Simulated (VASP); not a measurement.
Runs of VASP 6.6.1 on B. The structure is that of space group P6_422 (No. 181), or close to it. The cells are those of the table. 

| task | cell | k mesh | cutoff (eV) | gap on the mesh (eV) | pressure (GPa) | relaxed volume (Å³/atom) |
| --- | --- | --- | --- | --- | --- | --- |
| relaxation of cell and atoms | relaxed from a = 2.525, b = 2.525, c = 3.832 Å, angles 90.0, 90.0, 120.0°, 3 atoms | 24 × 24 × 12 | 600 | none | -0.1 | 7.07 |
| single point | a = 2.525, b = 2.525, c = 3.832 Å, angles 90.0, 90.0, 120.0°, 3 atoms | 6 × 6 × 6 | 500 | none | 0.0 | - |
| single point | a = 2.522, b = 2.522, c = 3.849 Å, angles 90.0, 90.0, 120.0°, 3 atoms | 24 × 24 × 12 | 520 | none | 0.0 | - |
| single point | a = 2.714, b = 2.714, c = 2.972 Å, angles 90.0, 90.0, 120.0°, 3 atoms | 6 × 6 × 6 | 520 | none | (a) | - |
| relaxation of cell and atoms | relaxed from a = 2.714, b = 2.714, c = 2.972 Å, angles 90.0, 90.0, 120.0°, 3 atoms | 6 × 6 × 6 | 500 | none | 0.0 | 7.05 |

Alike in all rows: level PBE; potentials or basis VASP PAW PBE potentials, release 64 (B); no spin polarisation; smearing gaussian 0.1 eV.

Fill in the values left out.

(a) 53.2.

Caveats: some runs use coarse meshes.

A gap of «none» marks levels without a gap at the run's occupations.
